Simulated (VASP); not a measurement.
A run of VASP 6.6.1:

The input POSCAR:

```
Co
1.0
    2.4271453599      0.0000000000      0.0000000000
   -1.2135726799      2.1019695403      0.0000000000
    0.0000000000      0.0000000000      3.9126468420
Co
2
Direct
    0.3333333333      0.6666666667      0.2500000000
    0.6666666667      0.3333333333      0.7500000000
```

Contents of INCAR.step1:

```
ALGO = Normal ; EDIFF = 1E-4
ENCUT = 520 ; GGA = PE
ISMEAR = 0 ; LASPH = T
LCHARG = F ; LREAL = F
LWAVE = T ; NBANDS = 16
NELM = 80 ; PREC = Accurate
SIGMA = 1.0
```

Contents of INCAR.step2:

```
ALGO = Normal ; EDIFF = 1E-6
ENCUT = 520 ; ISIF = 2
ISMEAR = 0 ; ISTART = 1
LASPH = T ; LCHARG = F
LMIXTAU = T ; LREAL = F
LWAVE = F ; METAGGA = R2SCAN
NBANDS = 16 ; NELM = 80
PREC = Accurate ; SIGMA = 1.0
```

KPOINTS

```
k-points
0
Gamma
  15 15 8
```

Potentials or basis: VASP PAW PBE potentials, release 64 (Co).

The run is started by

```console
$ cat potpaw_PBE.64/Co/POTCAR > POTCAR
$ cp INCAR.step1 INCAR
$ mpirun -np 1 vasp_std > vasp.out
$ cp INCAR.step2 INCAR
$ mpirun -np 1 vasp_std > vasp.out
```

Hardware: 1 thread of Intel(R) Xeon(R) Platinum 8259CL CPU @ 2.50GHz (Skylake/Cascade Lake), with other jobs on the host.

Problem. Estimate the wall time of this run.

Solution. It took 2.4 min on 1 thread of Intel(R) Xeon(R) Platinum 8259CL CPU @ 2.50GHz (Skylake/Cascade Lake) (shared host), peak memory 0.16 GiB. Counts: k points 135.
